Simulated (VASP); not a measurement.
Set up this calculation in VASP 6.6.1, as the native input.

```
Task                   : single point
Functional             : PBEsol
Potentials or basis    : VASP PAW PBE potentials, release 64 (Ti_sv)
Cutoff                 : 520 eV
k mesh                 : 20 × 20 × 11
Occupations            : fermi-dirac, width 0.1 eV
Spin                   : no spin polarisation
Dipole correction      : no
Further INCAR settings : ALGO = Normal; EDIFF = 1e-06; NBANDS = 19
```

The structure of Ti lies in POSCAR:

```
Ti
1.0
    2.9391283464      0.0000000000      0.0000000000
   -1.4695641732      2.5453598130      0.0000000000
    0.0000000000      0.0000000000      4.6557727226
Ti
2
Direct
    0.3333333333      0.6666666667      0.2500000000
    0.6666666667      0.3333333333      0.7500000000
```

This cell differs from its parent crystal: volume scaled by 1.04.

The input as run:

INCAR

```
SYSTEM = Ti
PREC = Accurate
ENCUT = 520
EDIFF = 1E-6
ISMEAR = -1
SIGMA = 0.1
LREAL = .False.
LASPH = .True.
NELM = 80
ALGO = Normal
ISIF = 2
LWAVE = .False.
LCHARG = .True.
GGA = PS
LELF = .True.
LVHAR = .True.
NBANDS = 19
```

KPOINTS

```
regular mesh
0
Gamma
  20 20 11
  0 0 0
```

Potentials or basis: VASP PAW PBE potentials, release 64 (Ti_sv).

The run is started by

```console
$ cat potpaw_PBE.64/Ti_sv/POTCAR > POTCAR
$ mpirun -np 1 vasp_std > vasp.out
```

It gave:

```json
{
 "Pressure": "-4.5 GPa",
 "Band gap on the k mesh": "zero (band 12 reaches 8.95 eV, above the bottom of band 13 at 7.88 eV)"
}
```

Caveat: the PAW data sets were made with another functional, which shifts forces and pressure a little.

Run time: 74 s on 1 thread of Intel Xeon 6975P-C (shared host), peak memory 0.26 GiB.
